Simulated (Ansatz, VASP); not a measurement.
One calculation of BN, two programs

The input INCAR:

```
ALGO     = Normal         # electronic algorithm
EDIFF    = 1E-7           # SCF threshold, eV
EDIFFG   = -0.005         # ionic threshold
ENCUT    = 600            # plane-wave cutoff, eV
GGA      = PE             # functional
IBRION   = 2              # ionic algorithm
ISIF     = 3              # what is computed and relaxed
ISMEAR   = -1             # smearing method
IVDW     = 12             # dispersion correction
LASPH    = True           # aspherical terms in the spheres
LCHARG   = False          # write CHGCAR
LREAL    = False          # projectors in reciprocal space
LWAVE    = False          # write WAVECAR
NELM     = 80             # most SCF steps
NSW      = 80             # ionic steps
PREC     = Accurate       # precision mode
SIGMA    = 0.05           # smearing width, eV
```

File KPOINTS:

```
k-points
0
Gamma
  13 13 13
```

File POSCAR:

```
BN
1.0
    0.0000000000      1.8130010000      1.8130010000
    1.8130010000      0.0000000000      1.8130010000
    1.8130010000      1.8130010000      0.0000000000
N B
1 1
Direct
    0.2500000000      0.2500000000      0.2500000000
    0.0000000000      0.0000000000      0.0000000000
```

input.yaml

```yaml
crystal:
  lattice:
    - [0.0, 1.813001, 1.813001]
    - [1.813001, 0.0, 1.813001]
    - [1.813001, 1.813001, 0.0]
  atoms:
    - { symbol: "N", position: [0.25, 0.25, 0.25] }
    - { symbol: B, position: [0.0, 0.0, 0.0] }
kpoints:
  mp_grid: { grid: [13, 13, 13] }
scf:
  occupations: { method: fermi_dirac, width: 0.05 }
hamiltonian:
  xc: pbe
  dispersion: d3bj
  pseudopotentials: { kind: all_electron, lapw: { basis_error: 0.001 } }
output:
  forces: true
  stress: true
relax:
  f_tol: 0.005
  max_steps: 60
  cell: {}
```

Alike in both runs: task relaxation of cell and atoms; functional PBE; dispersion D3(BJ); k mesh 13 × 13 × 13; occupations fermi-dirac, width 0.05 eV; no spin polarisation.

|  | VASP | Ansatz |
| --- | --- | --- |
| version | VASP 6.6.1 | Ansatz 0.2.0 |
| potentials or method | VASP PAW PBE potentials, release 64 (N, B), cutoff 600 eV | all-electron LAPW, scalar-relativistic |

|  | VASP | Ansatz | Ansatz less VASP |
| --- | --- | --- | --- |
| relaxed volume (Å³/atom) | 5.86 | 5.86 | 0.000 |
| relaxed cell length with the largest relative difference (Å) | 2.550 | 2.550 | 0.0000 |

Ansatz ran all-electron here, and VASP with PAW potentials.
